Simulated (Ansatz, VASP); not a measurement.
## KCd2P2: VASP beside Ansatz

```
CELL_PARAMETERS angstrom
-2.24000 2.24000 5.96806
2.24000 -2.24000 5.96806
2.24000 2.24000 -5.96806
ATOMIC_POSITIONS crystal
K 0.00000 0.00000 0.00000
Cd 0.25000 0.75000 0.50000
Cd 0.75000 0.25000 0.50000
P 0.61973 0.61973 0.00000
P 0.38027 0.38027 0.00000
```

Change from the starting cell: species swapped into the BaCu2As2 type (I4/mmm, No. 139).

Alike in both runs: functional PBE; k mesh 12 × 12 × 12; occupations gaussian, width 0.1 eV; no spin polarisation.

Ansatz relaxed the structure, and its values are those at the end. VASP's run is a single point on that final structure, the one shown.

```csv
,VASP,Ansatz
version,VASP 6.6.1,Ansatz 0.2.0
potentials or method,"VASP PAW PBE potentials, release 64 (K_sv, Cd, P), cutoff 500 eV","scalar-relativistic, plane waves, PAW"
valence electrons in the cell,43,59
```

Ansatz gave:

| Property | Result |
| --- | --- |
| gap on the k mesh at the Fermi level (eV) | none |
| pressure (GPa) | 0.0 |
| rms of the force components (eV/Å) | 0.000 |

Question: What did VASP give for the same quantities?

Answer: gap on the k mesh at the Fermi level (eV): none; pressure (GPa): 0.2; rms of the force components (eV/Å): 0.010.

A gap of «none» marks a metal or a gap that the smearing closes. The functional is the same, so the differences come from potentials, cutoffs and numerics. VASP's potentials hold 43 valence electrons a cell and Ansatz's 59, so a difference there can come from the potentials and not from the codes.
